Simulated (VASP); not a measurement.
Set up this calculation in VASP 6.6.1, as the native input.

* Task: single point
* Functional: PBE
* Potentials or basis: VASP PAW PBE potentials, release 64 (Co, C)
* Cutoff: 520 eV
* k mesh: 12 × 12 × 8
* Occupations: gaussian, width 0.1 eV
* Spin: no spin polarisation
* Dipole correction: no
* Further INCAR settings: ALGO = Normal; EDIFF = 1e-06; NBANDS = 26

The structure of Co3C2 lies in POSCAR:

```
Co3C2
1.0
    3.1390665823      0.0000000000      0.0000000000
   -1.5695332911      2.7185114045      0.0000000000
    0.0000000000      0.0000000000      5.0228793551
Co C
3 2
Direct
    0.0000000000      0.0000000000      0.0000000000
    0.3333333333      0.6666666667      0.6615888121
    0.6666666667      0.3333333333      0.3384111879
    0.3333333333      0.6666666667      0.2427971314
    0.6666666667      0.3333333333      0.7572028686
```

The input as run:

INCAR

```
SYSTEM = Co3C2
PREC = Accurate
ENCUT = 520
EDIFF = 1E-6
ISMEAR = 0
SIGMA = 0.1
LREAL = .False.
LASPH = .True.
NELM = 80
ALGO = Normal
ISIF = 2
LWAVE = .False.
LCHARG = .False.
GGA = PE
NBANDS = 26
```

KPOINTS

```
regular mesh
0
Gamma
  12 12 8
  0 0 0
```

Potentials or basis: VASP PAW PBE potentials, release 64 (Co, C).

Launch:

```bash
$ cat potpaw_PBE.64/Co/POTCAR potpaw_PBE.64/C/POTCAR > POTCAR
$ mpirun -np 1 vasp_std > vasp.out
```

Results of the run:

The pressure is 0.0 GPa, the largest force is 0.030 eV/Å and the band gap on the k mesh is zero (an odd number of electrons rules out a gap without spin polarisation).

Caveat: the run has no spin polarisation, though such a crystal can be magnetic.

Run time: 80 s on 1 thread of Intel(R) Xeon(R) 6975P-C (Granite Rapids) (shared host), peak memory 0.25 GiB.
